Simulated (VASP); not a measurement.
Wanted: the native input for a VASP 6.6.1 run.

* Task: single point
* Functional: PBEsol
* Dispersion: D3(BJ)
* Potentials or basis: VASP PAW PBE potentials, release 64 (Zr_sv, N)
* Cutoff: 600 eV
* k mesh: 8 × 8 × 8
* Occupations: gaussian, width 0.05 eV
* Spin: no spin polarisation
* Dipole correction: no
* Further INCAR settings: ALGO = Normal; EDIFF = 1e-06; NBANDS = 16

The structure of ZrN lies in POSCAR:

```
ZrN
1.0
    0.0000000000      2.2842273067      2.2842273067
    2.2842273067      0.0000000000      2.2842273067
    2.2842273067      2.2842273067      0.0000000000
Zr N
1 1
Direct
    0.5000000000      0.5000000000      0.5000000000
    0.0000000000      0.0000000000      0.0000000000
```

These files were run (other wordings do the same):

INCAR

```
SYSTEM = ZrN
ALGO = Normal ; EDIFF = 1E-6
ENCUT = 600 ; GGA = PS
GGA_COMPAT = .FALSE. ; ISIF = 2
ISMEAR = 0 ; IVDW = 12
LASPH = .TRUE. ; LCHARG = .FALSE.
LREAL = .FALSE. ; LWAVE = .FALSE.
NBANDS = 16 ; NELM = 120
PREC = Accurate ; SIGMA = 0.05
```

KPOINTS

```
k-points
0
G
  8 8 8
  0 0 0
```

Potentials or basis: VASP PAW PBE potentials, release 64 (Zr_sv, N).

The run is started by

```console
$ cat potpaw_PBE.64/Zr_sv/POTCAR potpaw_PBE.64/N/POTCAR > POTCAR
$ mpirun -np 1 vasp_std > vasp.out
```

It gave:

```json
{
  "Pressure": "-8.1 GPa",
  "Band gap on the k mesh": "zero (an odd number of electrons rules out a gap without spin polarisation)",
  "Dispersion energy per atom": "-0.422 eV"
}
```

Caveat: the cell stands under tension; the PAW data sets were made with another functional, which shifts forces and pressure a little.

Run time: 19 s on 1 thread of AMD EPYC 7R43 64-Core Processor (Zen 3) (shared host), peak memory 0.13 GiB.
